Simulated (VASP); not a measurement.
A run of VASP 6.6.1:

Contents of INCAR:

```
ALGO = Normal
EDIFF = 1E-6
ENCUT = 520
GGA = PE
ISIF = 2
ISMEAR = -1
LASPH = True
LCHARG = False
LREAL = False
LWAVE = False
NBANDS = 11
NELM = 80
PREC = Accurate
SIGMA = 0.02
```

Contents of KPOINTS:

```
k-points
0
Gamma
  10 10 10
```

Contents of POSCAR:

```
BeS
1.0
   -0.0927196089      2.3404424479      2.3404424479
    2.3404424479     -0.0927196089      2.3404424479
    2.3404424479      2.3404424479     -0.0927196089
Be S
1 1
Direct
    0.0000000000      0.0000000000      0.0000000000
    0.5000000000      0.5000000000      0.5000000000
```

Potentials or basis: VASP PAW PBE potentials, release 64 (Be, S).

Run with:

```sh
$ cat potpaw_PBE.64/Be/POTCAR potpaw_PBE.64/S/POTCAR > POTCAR
$ mpirun -np 1 vasp_std > vasp.out
```

Hardware: 1 thread of Intel(R) Xeon(R) Platinum 8488C (Sapphire Rapids) (shared host).

**Question.** Estimate the wall time of this run.

**Answer.** It took 36 s on 1 thread of Intel(R) Xeon(R) Platinum 8488C (Sapphire Rapids), on a shared host, peak memory 0.17 GiB. Counts: scf iterations 11, k points 116.
